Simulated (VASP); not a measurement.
# ZrB2 (P6/mmm) in VASP: notebook, part 2 of 3

VASP 6.6.1. The steps go on from the part before.

## (3) Single point, BLYP

INCAR

```
SYSTEM = ZrB2
AGGAC = 1.0
AGGAX = 1.0
ALDAC = 0.0
ALDAX = 1.0
ALGO = Normal
EDIFF = 1E-6
ENCUT = 520
GGA = B5
ISIF = 2
ISMEAR = -1
LASPH = .TRUE.
LCHARG = .FALSE.
LREAL = .FALSE.
LWAVE = .FALSE.
NBANDS = 16
NELM = 60
PREC = Accurate
SIGMA = 0.05
```

KPOINTS

```
k-points
0
G
  6 6 4
  0 0 0
```

POSCAR

```
ZrB2
1.0
    3.1700000000      0.0000000000      0.0000000000
   -1.5850000000      2.7453005300      0.0000000000
    0.0000000000      0.0000000000      3.5330000000
Zr B
1 2
Direct
    0.0000000000      0.0000000000      0.0000000000
    0.6666666667      0.3333333333      0.5000000000
    0.3333333333      0.6666666667      0.5000000000
```

Potentials or basis: VASP PAW PBE potentials, release 64 (Zr_sv, B).

Launch:

```
$ cat potpaw_PBE.64/Zr_sv/POTCAR potpaw_PBE.64/B/POTCAR > POTCAR
$ mpirun -np 1 vasp_std > vasp.out
```

OUTCAR:

```text
SYSTEM = ZrB2
   EDIFF = 1E-6
   ENCUT = 520
   GGA = B5
   ISIF = 2
   ISMEAR = -1
   LASPH = .TRUE.
   LREAL = .FALSE.
   NELM = 60
   PREC = Accurate

 ion  position               nearest neighbor table
   1  0.000  0.000  0.000-   2 2.54   3 2.54   2 2.54   3 2.54   2 2.54   2 2.54   3 2.54   3 2.54
                             2 2.54   2 2.54   3 2.54   3 2.54
   2  0.667  0.333  0.500-   3 1.83   3 1.83   3 1.83   1 2.54   1 2.54   1 2.54   1 2.54   1 2.54
                             1 2.54
   3  0.333  0.667  0.500-   2 1.83   2 1.83   2 1.83   1 2.54   1 2.54   1 2.54   1 2.54   1 2.54
                             1 2.54

  LATTYP: Found a hexagonal cell.
 ALAT       =     3.1700000000
 C/A-ratio  =     1.1145110410

  Lattice vectors:

 A1 = (   3.1700000000,   0.0000000000,   0.0000000000)
 A2 = (  -1.5850000000,   2.7453005300,   0.0000000000)
 A3 = (   0.0000000000,   0.0000000000,   3.5330000000)

Analysis of symmetry for initial positions (statically):
=====================================================================
 Subroutine PRICEL returns:
 Original cell was already a primitive cell.

 Routine SETGRP: Setting up the symmetry group for a
 hexagonal supercell.

 Subroutine GETGRP returns: Found 24 space group operations
 (whereof 24 operations were pure point group operations)
 out of a pool of 24 trial point group operations.

The static configuration has the point symmetry D_6h.

Analysis of symmetry for dynamics (positions and initial velocities):
=====================================================================
 Subroutine PRICEL returns:
 Original cell was already a primitive cell.

 Routine SETGRP: Setting up the symmetry group for a
 hexagonal supercell.

 Subroutine GETGRP returns: Found 24 space group operations
 (whereof 24 operations were pure point group operations)
 out of a pool of 24 trial point group operations.

The dynamic configuration has the point symmetry D_6h.

 Subroutine INISYM returns: Found 24 space group operations
 (whereof 24 operations are pure point group operations),
 and found     1 'primitive' translations

----------------------------------------------------------------------------------------

                                     Primitive cell

  volume of cell :      30.7463

  direct lattice vectors                    reciprocal lattice vectors
     3.170000000  0.000000000  0.000000000     0.315457413  0.182129422  0.000000000
    -1.585000000  2.745300530  0.000000000     0.000000000  0.364258845  0.000000000
     0.000000000  0.000000000  3.533000000     0.000000000  0.000000000  0.283045570

  length of vectors
     3.170000000  3.170000000  3.533000000     0.364258845  0.364258845  0.283045570

  position of ions in fractional coordinates (direct lattice)
     0.000000000  0.000000000  0.000000000
     0.666666667  0.333333333  0.500000000
     0.333333333  0.666666667  0.500000000

  ion indices of the primitive-cell ions
   primitive index   ion index
                 1           1
                 2           2
                 3           3

----------------------------------------------------------------------------------------

 KPOINTS: k-points

Automatic generation of k-mesh.
 Grid dimensions read from file:
 generate k-points for:    6    6    4

 Generating k-lattice:

  Cartesian coordinates                     Fractional coordinates (reciprocal lattice)
     0.052576236  0.030354904  0.000000000     0.166666667  0.000000000  0.000000000
     0.000000000  0.060709807  0.000000000     0.000000000  0.166666667  0.000000000
     0.000000000  0.000000000  0.070761393     0.000000000  0.000000000  0.250000000

  Length of vectors
     0.060709807  0.060709807  0.070761393

  Shift w.r.t. Gamma in fractional coordinates (k-lattice)
     0.000000000  0.000000000  0.000000000

 Subroutine IBZKPT returns following result:
 ===========================================

 Found     21 irreducible k-points:

 Following reciprocal coordinates:
            Coordinates               Weight
  0.000000  0.000000  0.000000      1.000000
  0.166667  0.000000  0.000000      6.000000
  0.333333 -0.000000  0.000000      6.000000
  0.500000  0.000000  0.000000      3.000000
  0.166667  0.166667  0.000000      6.000000
  0.333333  0.166667  0.000000     12.000000
[... 13 lines left out ...]
  0.333333  0.166667  0.500000     12.000000
  0.333333  0.333333  0.500000      2.000000
   k-points           NKPTS =     21   k-points in BZ     NKDIM =     21   number of bands    NBANDS=     16
   number of dos      NEDOS =    301   number of ions     NIONS =      3
   total plane-waves  NPLWV =  16128
   dimension x,y,z NGX =    24 NGY =   24 NGZ =   28
   dimension x,y,z NGXF=    48 NGYF=   48 NGZF=   56
   ions per type =               1   2
   NGX,Y,Z   is equivalent  to a cutoff of  12.59, 12.59, 13.18 a.u.
   NGXF,Y,Z  is equivalent  to a cutoff of  25.17, 25.17, 26.35 a.u.
 SYSTEM =  ZrB2
   PREC   = accura    normal or accurate (medium, high low for compatibility)
   ISTART =      0    job   : 0-new  1-cont  2-samecut
   ICHARG =      2    charge: 1-file 2-atom 10-const
   ISPIN  =      1    spin polarized calculation?
   LNONCOLLINEAR =      F non collinear calculations
   LSORBIT =      F    spin-orbit coupling
   LASPH  =      T    aspherical Exc in radial PAW
   ENCUT  =  520.0 eV  38.22 Ry    6.18 a.u.   5.89  5.89  6.57*2*pi/ulx,y,z
   NELM   =     60;   NELMIN=  2; NELMDL= -5     # of ELM steps
   EDIFF  = 0.1E-05   stopping-criterion for ELM
   LREAL  =      F    real-space projection
   EDIFFG = 0.1E-04   stopping-criterion for IOM
   NSW    =      0    number of steps for IOM
   IBRION =     -1    ionic relax: 0-MD 1-quasi-New 2-CG
   NFREE  =      0    steps in history (QN), initial steepest desc. (CG)
   ISIF   =      2    stress and relaxation
   ISYM   =      2    0-nonsym 1-usesym 2-fastsym
   POTIM  = 0.5000    time-step for ionic-motion
   TEBEG  =    0.0;   TEEND  =   0.0 temperature during run
   PSTRESS=    0.0 pullay stress
   NELECT =      18.0000    total number of electrons
   NUPDOWN=      -1.0000    fix difference up-down
   EMIN   =  10.00;   EMAX   =-10.00  energy-range for DOS
   EFERMI =   0.00;   METHOD = LEGACY
   ISMEAR =    -1;   SIGMA  =   0.05  broadening in eV -4-tet -1-fermi 0-gaus
   EFERMI_NEDOS =   21; number of points for ismear=-14 and -15
   IALGO  =     38    algorithm
   IMIX   =      4    mixing-type and parameters
     AMIX     =   0.40;   BMIX     =  1.00
     AMIX_MAG =   1.60;   BMIX_MAG =  1.00
  volume/ion in A,a.u.               =      10.25        69.16
  Fermi-wavevector in a.u.,A,eV,Ry     =   1.369519  2.588016 25.518847  1.875582
  Thomas-Fermi vector in A             =   2.495387
   LORBIT       =      0    0 simple, 1 ext, 2 COOP (PROOUT), +10 PAW based schemes
   GGA     = B5    functional components
   LHFCALC =     F    Hartree Fock is set to
   AEXX    =    0.0000 exact exchange contribution
   IVDW    =     0    specifies the selected vdW correction
   LEPSILON=     F    determine dielectric tensor
   LRPA    =     F    only Hartree local field effects (RPA)
 non-spin polarized calculation
  energy-cutoff  :      520.00
  volume of cell :       30.75
 maximum number of plane-waves:       840
 NGX is ok and might be reduce to    24
   NGX = 11   NGY = 11   NGZ = 13

 number of electron      18.0000000 magnetization

 Free energy of the ion-electron system (eV)
  ---------------------------------------------------
  ext. energy  EPLUGINS =         0.00000000
  ---------------------------------------------------
  free energy    TOTEN  =       -22.04595842 eV

  energy without entropy =      -22.04092628  energy(sigma->0) =      -22.04344235

 E-fermi :  10.6801     XC(G=0): -11.7944

 val. band max:       10.4118099014   @ k =   0.3333   0.1667   0.0000
 cond. band min:      10.7335878119   @ k =   0.3333   0.1667   0.0000
 fundamental gap:      0.3217779105
 Fermi energy:        10.6800660056

 k-point     1 :       0.0000    0.0000    0.0000
  band No.  band energies     occupation
      1     -37.6816      2.00000
      2     -15.9507      2.00000
      3     -15.3935      2.00000
      4     -15.3935      2.00000
      5      -1.5913      2.00000
      6       8.3554      2.00000
[... 376 lines left out ...]
      3     -15.9810      2.00000
      4     -15.9810      2.00000
      5       2.3007      2.00000
      6       2.3007      2.00000
[... 8 lines left out ...]
     15      17.9951      0.00000
     16      20.2453      0.00000

------------------------ aborting loop because EDIFF is reached ----------------------------------------

  FORCE on cell =-STRESS in cart. coord.  units (eV):
  Direction    XX          YY          ZZ          XY          YZ          ZX
  --------------------------------------------------------------------------------------
  -------------------------------------------------------------------------------------
  Total        1.3346847      1.3346847      1.8792413      0.0000000      0.0000000      0.0000000
  in kB       69.5498932     69.5498932     97.9265220      0.0000000      0.0000000      0.0000000
  external PRESSURE =      79.0087694 kB  Pullay stress =       0.0000000 kB

 VOLUME and BASIS-vectors are now :
 -----------------------------------------------------------------------------
  energy-cutoff  :      520.00
  volume of cell :       30.75
      direct lattice vectors                 reciprocal lattice vectors
     3.170000000  0.000000000  0.000000000     0.315457413  0.182129422  0.000000000
    -1.585000000  2.745300530  0.000000000     0.000000000  0.364258845  0.000000000
     0.000000000  0.000000000  3.533000000     0.000000000  0.000000000  0.283045570

 POSITION                                       TOTAL-FORCE (eV/Angst)
 -----------------------------------------------------------------------------------
      0.00000      0.00000      0.00000         0.000000      0.000000      0.000000
      1.58500      0.91510      1.76650        -0.000000      0.000000      0.000000
     -0.00000      1.83020      1.76650         0.000000     -0.000000      0.000000
 -----------------------------------------------------------------------------------
    total drift:                               -0.000000      0.000000      0.000000

  FREE ENERGIE OF THE ION-ELECTRON SYSTEM (eV)
  ---------------------------------------------------
  free  energy   TOTEN  =       -22.0459584157 eV

  energy  without entropy=      -22.0409262815  energy(sigma->0) =      -22.04344235
```

stdout:

```text
POSCAR found type information on POSCAR ZrB
 POSCAR found :  2 types and       3 ions
 scaLAPACK will be used
 -----------------------------------------------------------------------------
|                                                                             |
|                                                                             |
|     You enforced a specific xc type in the INCAR file but a different       |
|     I HOPE YOU KNOW WHAT YOU ARE DOING!                                     |
|                                                                             |
 -----------------------------------------------------------------------------

 LDA part: xc-table for (Slater(with rela. corr.)+VWN5), standard interpolation
 POSCAR, INCAR and KPOINTS ok, starting setup
 FFT: planning ... GRIDC
 FFT: planning ... GRID_SOFT
 FFT: planning ... GRID
 WAVECAR not read
 entering main loop
```

It took 12 s on 1 thread of Intel Xeon 6975P-C (Granite Rapids), shared host; peak memory 0.14 GiB.

Results:

```
Free energy            : -22.0460 eV
Pressure               : 7.9 GPa
Band gap on the k mesh : zero (bands 9 and 10 overlap by 0.64 eV)
```

Levels at points of the mesh, in eV from the Fermi level:
```tsv
k point	band 6	band 7	band 8	band 9	band 10	band 11	band 12	band 13
(0.00, 0.00, 0.00)	-2.32	-2.32	-2.11	-1.99	3.65	3.65	4.37	4.37
(0.50, 0.00, 0.00)	-8.15	-3.53	-2.74	-2.24	2.56	2.60	5.11	5.20
(0.00, 0.00, 0.50)	-6.46	-0.71	-0.71	0.70	0.70	1.10	1.10	2.10
(0.50, 0.00, 0.50)	-6.62	-4.27	-3.70	-1.57	3.99	4.57	5.46	6.40
```

Caveat: the k points lie up to 0.44 Å⁻¹ apart, too coarse for converged energies and pressures of a metal; the PAW data sets were made with another functional, which shifts forces and pressure a little.

## (4) Single point, r2SCAN

POSCAR is that of step 3.

INCAR.step1

```
PREC = Accurate ; ENCUT = 520
ISMEAR = -1 ; SIGMA = 0.05
LREAL = F ; LASPH = T
NELM = 60 ; NBANDS = 16
GGA = PE ; ALGO = Normal
EDIFF = 1E-4 ; LWAVE = T
LCHARG = F
```

INCAR.step2

```
PREC = Accurate ; ENCUT = 520
EDIFF = 1E-6 ; ISMEAR = -1
SIGMA = 0.05 ; LREAL = F
LASPH = T ; NELM = 60
ALGO = Normal ; ISIF = 2
LWAVE = F ; LCHARG = F
METAGGA = R2SCAN ; LMIXTAU = T
NBANDS = 16 ; ISTART = 1
```

KPOINTS

```
Automatic mesh
0
Gamma
  6 6 4
```

Launch:

```
$ cat potpaw_PBE.64/Zr_sv/POTCAR potpaw_PBE.64/B/POTCAR > POTCAR
$ cp INCAR.step1 INCAR
$ mpirun -np 1 vasp_std > vasp.out
$ cp INCAR.step2 INCAR
$ mpirun -np 1 vasp_std > vasp.out
```

It took 21 s on 1 thread of Intel Xeon 6975P-C (Granite Rapids), shared host; peak memory 0.15 GiB.

Results (log left out):

| Quantity | Value |
| --- | --- |
| Free energy | -40.5882 eV |
| Pressure | 1.1 GPa |
| Band gap on the k mesh | zero (bands 9 and 10 overlap by 0.67 eV) |

Stress tensor (GPa, compression positive):
```
1.21 0.00 0.00
0.00 1.21 0.00
0.00 0.00 0.83
```

Levels at points of the mesh, in eV from the Fermi level:
```csv
k point,band 7,band 8,band 9,band 10,band 11,band 12
"(0.00, 0.00, 0.00)",-2.42,-2.31,-2.24,3.98,3.98,4.81
"(0.50, 0.00, 0.00)",-3.77,-2.94,-2.43,2.66,2.82,5.53
"(0.00, 0.00, 0.50)",-0.69,-0.69,0.72,0.72,1.23,1.23
"(0.50, 0.00, 0.50)",-4.53,-4.02,-1.90,4.34,4.57,5.90
```

Caveat: the k points lie up to 0.44 Å⁻¹ apart, too coarse for converged energies and pressures of a metal; the PAW data sets were made with another functional, which shifts forces and pressure a little.

[end of part 2 of 3]

The gap in the log of VASP goes by the Fermi energy; the results here count the filled bands.